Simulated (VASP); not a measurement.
Crystal: Te2Mo.

```
Te Mo
1.0
     3.51820    0.00000    0.00000
    -1.75910    3.04685    0.00000
     0.00000    0.00000   13.97360
Te Mo
4 2
Direct
  0.66667 0.33333 0.37900
  0.33333 0.66667 0.87900
  0.66667 0.33333 0.12100
  0.33333 0.66667 0.62100
  0.66667 0.33333 0.75000
  0.33333 0.66667 0.25000
```

- Program: VASP 6.6.1
- Task: relaxation of cell and atoms
- Functional: revPBE
- Dispersion: D4
- Potentials or basis: VASP PAW PBE potentials, release 64 (Te, Mo_sv)
- Cutoff: 600 eV
- k mesh: 9 × 9 × 2
- Occupations: fermi-dirac, width 0.05 eV
- Spin: no spin polarisation

At the start: pressure -1.2 GPa; volume 24.96 Å³/atom.

Task: How do energy, volume and symmetry change on relaxing?

Result: Over 12 steps the energy falls by 9.9 meV/atom and the volume is 23.73 Å³/atom (-4.9 %); space group P6_3/mmc (No. 194, to 0.05 Å).

The path:
| step | energy change (eV) | largest force (eV/Å) | pressure (GPa) | volume (Å³) |
| --- | --- | --- | --- | --- |
| 1 | 0.0000 | 0.2058 | -1.16 | 149.79 |
| 2 | -0.0171 | 0.3840 | 0.87 | 145.91 |
| 3 | -0.0174 | 0.3638 | 0.64 | 146.33 |
| 4 | -0.0316 | 0.1737 | 0.17 | 145.56 |
| 5 | -0.0341 | 0.0835 | -0.05 | 145.18 |
| 6 | -0.0344 | 0.0548 | -0.12 | 145.06 |
| 7 | -0.0438 | 0.0440 | -0.11 | 144.44 |
| 8 | -0.0591 | 0.0054 | 0.02 | 142.56 |
| 9 | -0.0594 | 0.0029 | 0.06 | 142.26 |
| 10 | -0.0594 | 0.0012 | 0.05 | 142.31 |
| 11 | -0.0594 | 0.0119 | -0.07 | 142.51 |
| 12 | -0.0594 | 0.0046 | 0.00 | 142.38 |

Final structure:
```xyz
6
Lattice="3.4832 0.0000 0.0000 -1.7416 3.0165 0.0000 0.0000 0.0000 13.5510" Properties=species:S:1:pos:R:3 pbc="T T T"
Te    1.7416    1.0055    5.2089
Te    0.0000    2.0110   11.9844
Te    1.7416    1.0055    1.5666
Te    0.0000    2.0110    8.3421
Mo    1.7416    1.0055   10.1632
Mo    0.0000    2.0110    3.3877
```

Caveat: the PAW data sets were made with another functional, which shifts forces and pressure a little.
